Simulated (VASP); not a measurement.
Set up this calculation in VASP 6.6.1, as the native input.

```
Task                   : single point
Functional             : PBE
Potentials or basis    : VASP PAW PBE potentials, release 64 (Li_sv, Y_sv, Zn, C, N)
Cutoff                 : 520 eV
k mesh                 : 6 × 6 × 6
Occupations            : gaussian, width 0.1 eV
Spin                   : no spin polarisation
Dipole correction      : no
Further INCAR settings : LREAL = Auto; ALGO = Normal; EDIFF = 1e-06; NBANDS = 56
```

The structure of Li2YZnC6N6 lies in POSCAR:

```
Li2YZnC6N6
1.0
    0.0000000000      5.7522921300      5.7522921300
    5.7522921300      0.0000000000      5.7522921300
    5.7522921300      5.7522921300      0.0000000000
Li Y Zn C N
2 1 1 6 6
Direct
    0.2500000000      0.2500000000      0.2500000000
    0.7500000000      0.7500000000      0.7500000000
    0.5000000000      0.5000000000      0.5000000000
    0.0000000000      0.0000000000      0.0000000000
    0.8068542528      0.1931457472      0.1931457472
    0.1931457472      0.8068542528      0.1931457472
    0.1931457472      0.1931457472      0.8068542528
    0.1931457472      0.8068542528      0.8068542528
    0.8068542528      0.1931457472      0.8068542528
    0.8068542528      0.8068542528      0.1931457472
    0.7047585508      0.2952414492      0.2952414492
    0.2952414492      0.7047585508      0.2952414492
    0.2952414492      0.2952414492      0.7047585508
    0.2952414492      0.7047585508      0.7047585508
    0.7047585508      0.2952414492      0.7047585508
    0.7047585508      0.7047585508      0.2952414492
```

One way to write it, as run:

INCAR

```
ALGO = Normal
EDIFF = 1E-6
ENCUT = 520
GGA = PE
ISIF = 2
ISMEAR = 0
LASPH = True
LCHARG = False
LREAL = Auto
LWAVE = False
NBANDS = 56
NELM = 60
PREC = Accurate
SIGMA = 0.1
```

KPOINTS

```
k-points
0
Gamma
  6 6 6
```

Potentials or basis: VASP PAW PBE potentials, release 64 (Li_sv, Y_sv, Zn, C, N).

Run with:

```bash
$ cat potpaw_PBE.64/Li_sv/POTCAR potpaw_PBE.64/Y_sv/POTCAR potpaw_PBE.64/Zn/POTCAR potpaw_PBE.64/C/POTCAR potpaw_PBE.64/N/POTCAR > POTCAR
$ mpirun -np 1 vasp_std > vasp.out
```

It gave:

The largest force is 0.393 eV/Å and the band gap on the k mesh is zero (an odd number of electrons rules out a gap without spin polarisation).

Caveat: an odd number of electrons without spin polarisation forces a metal; a magnetic or distorted state may lie lower.

Run time: 8 min on 1 thread of Intel(R) Xeon(R) 6975P-C (Granite Rapids), on a shared host, peak memory 0.71 GiB.
